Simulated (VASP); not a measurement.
Set up this calculation in VASP 6.6.1, as the native input.

```
Task                   : single point
Functional             : PBE
Dispersion             : D3(BJ)
Potentials or basis    : VASP PAW PBE potentials, release 64 (Mo_sv, S)
Cutoff                 : 520 eV
k mesh                 : 12 × 12 × 4
Occupations            : gaussian, width 0.05 eV
Spin                   : no spin polarisation
Dipole correction      : no
Further INCAR settings : ALGO = Normal; EDIFF = 1e-06; NBANDS = 20
```

The structure of MoS2 lies in POSCAR:

```
MoS2
1.0
    3.1497239970      0.0000000000      0.0000000000
   -1.5748619985      2.7277409963      0.0000000000
    0.0000000000      0.0000000000      6.1489769607
Mo S
1 2
Direct
    0.0000000000      0.0000000000      0.0000000000
    0.3333333333      0.6666666667      0.2356692374
    0.3333333333      0.6666666667      0.7643307626
```

This cell differs from its parent crystal: strain -0.0750 x Voigt [0, 0, 1, 0, 0, 0].

These files were run (other wordings do the same):

INCAR

```
ALGO     = Normal         # electronic algorithm
EDIFF    = 1E-6           # SCF threshold, eV
ENCUT    = 520            # plane-wave cutoff, eV
GGA      = PE             # functional
ISIF     = 2              # what is computed and relaxed
ISMEAR   = 0              # smearing method
IVDW     = 12             # dispersion correction
LASPH    = True           # aspherical terms in the spheres
LCHARG   = False          # write CHGCAR
LREAL    = False          # projectors in reciprocal space
LWAVE    = False          # write WAVECAR
NBANDS   = 20             # bands
NELM     = 80             # most SCF steps
PREC     = Accurate       # precision mode
SIGMA    = 0.05           # smearing width, eV
```

KPOINTS

```
k-points
0
Gamma
  12 12 4
```

Potentials or basis: VASP PAW PBE potentials, release 64 (Mo_sv, S).

Run with:

```sh
$ cat potpaw_PBE.64/Mo_sv/POTCAR potpaw_PBE.64/S/POTCAR > POTCAR
$ mpirun -np 1 vasp_std > vasp.out
```

It gave:

```
Pressure                   : 14.0 GPa
Largest force              : 2.399 eV/Å
Band gap on the k mesh     : 0.22 eV, indirect (least direct gap 1.51 eV)
Dispersion energy per atom : -0.429 eV
```

Caveat: the cell differs from its parent crystal (strain -0.0750 x Voigt [0, 0, 1, 0, 0, 0]); forces of over 1 eV/Å act on the atoms, so gaps and moduli don't describe the material at rest.

Run time: 110 s on 1 thread of AMD EPYC 7R13 (shared host), peak memory 0.19 GiB.
